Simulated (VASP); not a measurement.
Crystal: Ag.

```
CELL_PARAMETERS angstrom
0.00000 2.04500 2.04500
2.04500 0.00000 2.04500
2.04500 2.04500 0.00000
ATOMIC_POSITIONS crystal
Ag 0.00000 0.00000 0.00000
```

- Program: VASP 6.6.1
- Task: relaxation of cell and atoms
- Functional: PBE
- Potentials or basis: VASP PAW PBE potentials, release 64 (Ag)
- Cutoff: 500 eV
- k mesh: 18 × 18 × 18
- Occupations: fermi-dirac, width 0.1 eV
- Spin: no spin polarisation

At the start: pressure 4.2 GPa; volume 17.10 Å³/atom.

Problem. How do energy, volume and symmetry change on relaxing?

Solution. Over 3 steps the energy falls by 9.2 meV/atom and the volume is 17.83 Å³/atom (+4.3 %); space group Fm-3m (No. 225, to 0.1 Å) before and after.

Step by step:
| step | energy change (eV) | largest force (eV/Å) | pressure (GPa) | volume (Å³) |
| --- | --- | --- | --- | --- |
| 1 | 0.0000 | 0.0000 | 4.25 | 17.10 |
| 2 | -0.0066 | 0.0000 | -1.95 | 18.25 |
| 3 | -0.0092 | 0.0000 | 0.01 | 17.83 |

Final structure:
```
Ag
1.0
     0.00000    2.07360    2.07360
     2.07360    0.00000    2.07360
     2.07360    2.07360    0.00000
Ag
1
Cartesian
  0.0000 0.0000 0.0000
```
